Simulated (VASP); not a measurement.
## BeAsI5: relaxation of cell and atoms with PBEsol

The system is BeAsI5.

```xyz
7
Lattice="5.4835 0.0000 0.0000 0.0000 5.4835 0.0000 0.0000 0.0000 9.5543" Properties=species:S:1:pos:R:3 pbc="T T T"
Be    0.0000    0.0000    4.7772
As    2.7417    2.7417    0.0000
I     0.0000    0.0000    0.0000
I     2.7417    0.0000    6.7337
I     0.0000    2.7417    6.7337
I     2.7417    0.0000    2.8206
I     0.0000    2.7417    2.8206
```

```
Program                : VASP 6.6.1
Task                   : relaxation of cell and atoms
Functional             : PBEsol
Potentials or basis    : VASP PAW PBE potentials, release 64 (Be, As, I)
Cutoff                 : 600 eV
k mesh                 : 4 × 4 × 2
Occupations            : fermi-dirac, width 0.03 eV
Spin                   : no spin polarisation
Dipole correction      : no
Further INCAR settings : ALGO = Normal; EDIFF = 1e-06; IBRION = 2; EDIFFG = -0.01; NSW = 100; ISIF = 3
```

```
Relaxed volume                        : 28.31 Å³/atom
Relaxed cell                          : a = 5.025 Å, b = 5.025 Å, c = 7.847 Å, α = 90.00°, β = 90.00°, γ = 90.00°
Space group after relaxing (to 0.1 Å) : P4/mmm (No. 123)
Energy gained by relaxing             : 368.4 meV/atom
Ionic steps                           : 13
Pressure after relaxing               : 0.0 GPa
Band gap on the k mesh                : zero (bands 21 and 22 overlap by 0.74 eV)
```

Step by step:
```
step  energy change (eV)  largest force (eV/Å)  pressure (GPa)  volume (Å³)
   1              0.0000                0.1941           -5.97       287.28
   2             -1.9858                0.1078           -3.96       228.23
   3             -2.4000                0.0708           -0.79       202.72
   4             -2.4115                0.0676            0.26       197.15
   5             -2.4119                0.0684           -0.06       198.74
   6             -2.4665                0.0426           -0.04       198.03
   7             -2.5264                0.2874            0.29       196.61
   8             -2.5494                0.2693           -0.05       198.41
   9             -2.5557                0.2271           -0.50       200.94
  10             -2.5574                0.2390           -0.38       200.14
  11             -2.5758                0.0880           -0.19       199.06
  12             -2.5790                0.0023           -0.04       198.38
  13             -2.5791                0.0003           -0.01       198.15
```

Final structure:
```yaml
crystal:
  lattice:
    - [5.02511, 0.00000, 0.00000]
    - [0.00000, 5.02511, 0.00000]
    - [0.00000, 0.00000, 7.84698]
  atoms:
    - { symbol: Be, position: [0.00000, 0.00000, 0.50000] }
    - { symbol: As, position: [0.50000, 0.50000, 0.00000] }
    - { symbol: I, position: [0.00000, 0.00000, 0.00000] }
    - { symbol: I, position: [0.50000, 0.00000, 0.71182] }
    - { symbol: I, position: [0.00000, 0.50000, 0.71182] }
    - { symbol: I, position: [0.50000, 0.00000, 0.28818] }
    - { symbol: I, position: [0.00000, 0.50000, 0.28818] }
```

Levels at points of the mesh, in eV from the Fermi level:
```
           k point  band 19  band 20  band 21  band 22  band 23  band 24
(0.00, 0.00, 0.00)    -0.66    -0.66    -0.56    -0.05     0.57     0.85
(0.50, 0.00, 0.00)    -1.56    -1.35    -0.40    -0.25     0.38     1.13
(0.50, 0.50, 0.00)    -0.38    -0.14     0.12     0.49     0.63     0.63
(0.00, 0.00, 0.50)    -1.34    -1.30    -1.30    -0.54     0.98     1.24
(0.50, 0.00, 0.50)    -0.97    -0.82     0.04     0.38     0.46     1.03
(0.50, 0.50, 0.50)    -0.23     0.02     0.20     0.20     1.06     1.06
```

It took 16 min on 1 thread of Intel(R) Xeon(R) Platinum 8259CL CPU @ 2.50GHz (Skylake/Cascade Lake) (shared host), peak memory 0.55 GiB.

Caveat: the volume moved by over 15 % at a fixed basis, so the end points are rough; the PAW data sets were made with another functional, which shifts forces and pressure a little; spin-orbit coupling is left out, which moves the levels of the heavy elements.
